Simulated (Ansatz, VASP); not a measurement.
One calculation of TaN, two programs

Contents of INCAR:

```
SYSTEM = TaN
  ALGO = Normal
  EDIFF = 1E-6
  ENCUT = 600
  GGA = PE
  GGA_COMPAT = .FALSE.
  ISIF = 2
  ISMEAR = 0
  LASPH = .TRUE.
  LCHARG = .FALSE.
  LREAL = .FALSE.
  LWAVE = .FALSE.
  NBANDS = 16
  NELM = 120
  PREC = Accurate
  SIGMA = 0.15
```

Contents of KPOINTS:

```
k-points
0
G
  8 8 8
  0 0 0
```

The input POSCAR:

```
TaN
1.0
    0.0000000000      2.1826256306      2.1826256306
    2.1826256306      0.0000000000      2.1826256306
    2.1826256306      2.1826256306      0.0000000000
Ta N
1 1
Direct
    0.4944300000      0.5071800000      0.4927300000
    0.0264700000      0.9971200000      0.9852200000
```

Input for Ansatz:

```yaml
crystal:
  lattice:
    - [0.0, 2.1826256306463208, 2.1826256306463208]
    - [2.1826256306463208, 0.0, 2.1826256306463208]
    - [2.1826256306463208, 2.1826256306463208, 0.0]
  atoms:
    - { symbol: Ta, position: [0.49443, 0.50718, 0.49273] }
    - { symbol: "N", position: [0.02647, 0.99712, 0.98522] }
basis:
  ecutwfc: 540.0
  xc_grid: 2
kpoints:
  mp_grid:
    grid: [8, 8, 8]
hamiltonian:
  xc: pbe
scf:
  convergence:
    dr2_threshold: 1.0e-09
  occupations:
    method: gaussian
    width: 0.15
output:
  forces: true
  stress: true
```

Alike in both runs: task single point; functional PBE; k mesh 8 × 8 × 8; occupations gaussian, width 0.15 eV; no spin polarisation.

```csv
,VASP,Ansatz
version,VASP 6.6.1,Ansatz 0.2.0
potentials or method,"VASP PAW PBE potentials, release 64 (Ta_sv_GW, N), cutoff 600 eV","plane waves, PAW"
valence electrons in the cell,18,18
```

Ansatz gave:

```
pressure (GPa)                                                : 14.1
traceless stress, the component that is largest in VASP (GPa) : -0.54
rms of the force components (eV/Å)                            : 0.473
```

Which values does VASP return?

Pressure (GPa): 14.1; traceless stress, the component that is largest in VASP (GPa): -0.55; rms of the force components (eV/Å): 0.474.

Atom by atom the forces differ by 0.002 eV/Å (rms over components). Ansatz's warnings: stress scf threshold loose.

Spin-orbit coupling is off throughout.
